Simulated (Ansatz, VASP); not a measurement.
Ge: VASP beside Ansatz

File POSCAR:

```
Ge
1.0
    4.0232197978      0.0000000000      0.0000000000
   -2.0116098989      3.4842105427      0.0000000000
    0.0000000000      0.0000000000     10.9195758440
Ge
4
Direct
    0.0000000000      0.0000000000      0.9774520000
    0.0000000000      0.0000000000      0.4774520000
    0.3333333333      0.6666666667      0.9148480000
    0.6666666667      0.3333333333      0.4148480000
```

The input INCAR.step1:

```
SYSTEM = Ge
PREC = Accurate ; ENCUT = 520
ISMEAR = 0 ; SIGMA = 0.15
LREAL = .FALSE. ; LASPH = .TRUE.
NELM = 100 ; NBANDS = 36
GGA = PE ; ALGO = Normal
EDIFF = 1E-4 ; LWAVE = .TRUE.
LCHARG = .FALSE.
```

INCAR.step2

```
SYSTEM = Ge
PREC = Accurate ; ENCUT = 520
EDIFF = 1E-7 ; ISMEAR = 0
SIGMA = 0.15 ; LREAL = .FALSE.
LASPH = .TRUE. ; NELM = 100
ALGO = Normal ; ISIF = 2
LWAVE = .FALSE. ; LCHARG = .TRUE.
METAGGA = R2SCAN ; LMIXTAU = .TRUE.
LELF = .TRUE. ; LVHAR = .TRUE.
NBANDS = 36 ; ISTART = 1
```

File KPOINTS:

```
Automatic mesh
0
G
  7 7 2
  0 0 0
```

Input for Ansatz:

```yaml
crystal:
  lattice:
    - [4.023219797820673, 0.0, 0.0]
    - [-2.0116098989103364, 3.4842105427259904, 0.0]
    - [0.0, 0.0, 10.91957584398473]
  atoms:
    - { symbol: Ge, position: [0.0, 0.0, 0.977452] }
    - { symbol: Ge, position: [0.0, 0.0, 0.477452] }
    - { symbol: Ge, position: [0.3333333333333333, 0.6666666666666666, 0.914848] }
    - { symbol: Ge, position: [0.6666666666666666, 0.3333333333333333, 0.414848] }
basis:
  ecutwfc: 653.073269903712
kpoints:
  mp_grid:
    grid: [7, 7, 2]
hamiltonian:
  xc: r2scan
scf:
  occupations:
    method: gaussian
    width: 0.15
output:
  stress: true
```

Alike in both runs: task single point; functional r2SCAN; k mesh 7 × 7 × 2; occupations gaussian, width 0.15 eV; no spin polarisation.

|  | VASP | Ansatz |
| --- | --- | --- |
| version | VASP 6.6.1 | Ansatz 0.2.0 |
| potentials or method | VASP PAW PBE potentials, release 64 (Ge_d), cutoff 520 eV | plane waves, PAW |
| valence electrons in the cell | 56 | 56 |

VASP gave:

| Property | Result |
| --- | --- |
| pressure (GPa) | -1.2 |
| traceless stress, the component that is largest in VASP (GPa) | 0.41 |

Problem. Which values does Ansatz return?

Solution. Pressure (GPa): -1.3; traceless stress, the component that is largest in VASP (GPa): 0.43.

VASP's potentials were made for PBE, not for r2SCAN.
